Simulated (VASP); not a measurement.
Here is a VASP 6.6.1 calculation.

The input POSCAR:

```
NaH
1.0
    0.0000000000      2.5969210608      2.5969210608
    2.5969210608      0.0000000000      2.5969210608
    2.5969210608      2.5969210608      0.0000000000
Na H
1 1
Direct
    0.0000000000      0.0000000000      0.0000000000
    0.2500000000      0.2500000000      0.2500000000
```

Contents of INCAR.step1:

```
SYSTEM = NaH
  ALGO = Normal
  EDIFF = 1E-5
  ENCUT = 520
  GGA = PE
  ISIF = 2
  ISMEAR = 0
  LASPH = .TRUE.
  LCHARG = .FALSE.
  LREAL = .FALSE.
  LWAVE = .TRUE.
  NBANDS = 11
  NELM = 60
  PREC = Accurate
  SIGMA = 0.01
```

Contents of INCAR.step2:

```
SYSTEM = NaH
  AEXX = 1.0
  AGGAC = 0.0
  ALDAC = 0.0
  ALGO = Normal
  EDIFF = 1E-6
  ENCUT = 520
  GGA = PE
  ISIF = 2
  ISMEAR = 0
  ISTART = 1
  LASPH = .TRUE.
  LCHARG = .FALSE.
  LHFCALC = .TRUE.
  LREAL = .FALSE.
  LWAVE = .FALSE.
  NBANDS = 11
  NELM = 60
  PREC = Accurate
  PRECFOCK = Normal
  SIGMA = 0.01
```

KPOINTS

```
k-points
0
G
  6 6 6
  0 0 0
```

Potentials or basis: VASP PAW PBE potentials, release 64 (Na_pv, H).

The run is started by

```bash
$ cat potpaw_PBE.64/Na_pv/POTCAR potpaw_PBE.64/H/POTCAR > POTCAR
$ cp INCAR.step1 INCAR
$ mpirun -np 1 vasp_std > vasp.out
$ cp INCAR.step2 INCAR
$ mpirun -np 1 vasp_std > vasp.out
```

Estimate the pressure.

1.4 GPa.

What does it give for the band gap on the k mesh?

11.08 eV (least direct gap 11.96 eV).

Caveat: the structure was generated, so it needn't be the stable form of NaH; the PAW data sets were made with another functional, which shifts forces and pressure a little. A k mesh can miss the band edges.
